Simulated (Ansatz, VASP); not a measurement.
## Os in VASP and in Ansatz

INCAR

```
PREC = Accurate
ENCUT = 520
EDIFF = 1E-6
ISMEAR = -1
SIGMA = 0.05
LREAL = False
LASPH = True
NELM = 100
ALGO = Normal
ISIF = 2
LWAVE = False
LCHARG = False
GGA = PE
NBANDS = 10
```

File KPOINTS:

```
regular mesh
0
Gamma
  14 14 14
```

Contents of POSCAR:

```
Os
1.0
    0.0000000000      1.9255500000      1.9450000000
    1.9255500000      0.0000000000      1.9450000000
    1.9255500000      1.9255500000      0.0000000000
Os
1
Direct
    0.0000000000      0.0000000000      0.0000000000
```

Input for Ansatz:

```yaml
crystal:
  lattice:
    - [0.0, 1.92555, 1.945]
    - [1.92555, 0.0, 1.945]
    - [1.92555, 1.92555, 0.0]
  atoms:
    - { symbol: Os, position: [0.0, 0.0, 0.0] }
kpoints:
  mp_grid: { grid: [14, 14, 14] }
  band_path:
    path:
      - [0.0, 0.0, 0.0]
      - [0.0, 0.5, 0.5]
      - [0.25, 0.75, 0.5]
      - [0.0, 0.5, 0.0]
      - [0.0, 0.0, 0.0]
      - [0.5, 0.5, 0.0]
      - [0.3725125, 0.6274875, 0.0]
      - [-0.3725125, 0.3725125, 0.0]
      - [0.0, 0.0, 0.0]
    npoints: 5
scf:
  occupations: { method: fermi_dirac, width: 0.05 }
hamiltonian:
  xc: pbe
  pseudopotentials: { kind: all_electron, lapw: { basis_error: 0.0005 } }
output:
  forces: true
  stress: true
  eigenvalues: true
```

Change from the starting cell: equal xx and yy strain of -1 %.

Alike in both runs: task single point; functional PBE; k mesh 14 × 14 × 14; occupations fermi-dirac, width 0.05 eV; no spin polarisation.

```csv
,VASP,Ansatz
version,VASP 6.6.1,Ansatz 0.2.0
potentials or method,"VASP PAW PBE potentials, release 64 (Os), cutoff 520 eV","all-electron LAPW, scalar-relativistic"
```

```csv
,VASP,Ansatz,Ansatz less VASP
pressure (GPa),-2.3,-2.1,+0.17
"traceless stress, the component that is largest in VASP (GPa)",-1.82,-1.84,-0.019
```

Ansatz ran all-electron here, and VASP with PAW potentials.

Spin-orbit coupling is off throughout.
